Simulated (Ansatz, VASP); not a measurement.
**YbB: VASP beside Ansatz**

```
Yb B
1.0
     0.00000    2.65390    2.65390
     2.62762    0.02628    2.62762
     2.62762    2.62762    0.02628
Yb B
1 1
Direct
  0.50000 0.50000 0.50000
  0.00000 0.00000 0.00000
```

Change from the starting cell: strain e4 = +0.02, atoms carried along.

Alike in both runs: task single point; functional r2SCAN; k mesh 12 × 12 × 12; occupations gaussian, width 0.05 eV; no spin polarisation.

```csv
,VASP,Ansatz
version,VASP 6.6.1,Ansatz 0.2.0
potentials or method,"VASP PAW PBE potentials, release 64 (Yb, B), cutoff 520 eV","scalar-relativistic, plane waves, PAW"
valence electrons in the cell,27,27
```

Ansatz gave:

| Quantity | Value |
| --- | --- |
| gap on the k mesh at the Fermi level (eV) | none |
| pressure (GPa) | -0.1 |
| traceless stress, the component that is largest in VASP (GPa) | 0.33 |

Problem. Which values does VASP return?

Solution. gap on the k mesh at the Fermi level (eV): none; pressure (GPa): 0.1; traceless stress, the component that is largest in VASP (GPa): 0.31.

VASP's potentials were made for PBE, not for r2SCAN. A gap of «none» marks a metal or a gap that the smearing closes. The functional is the same, so the differences come from potentials, cutoffs and numerics.

Neither program's run includes spin-orbit coupling.
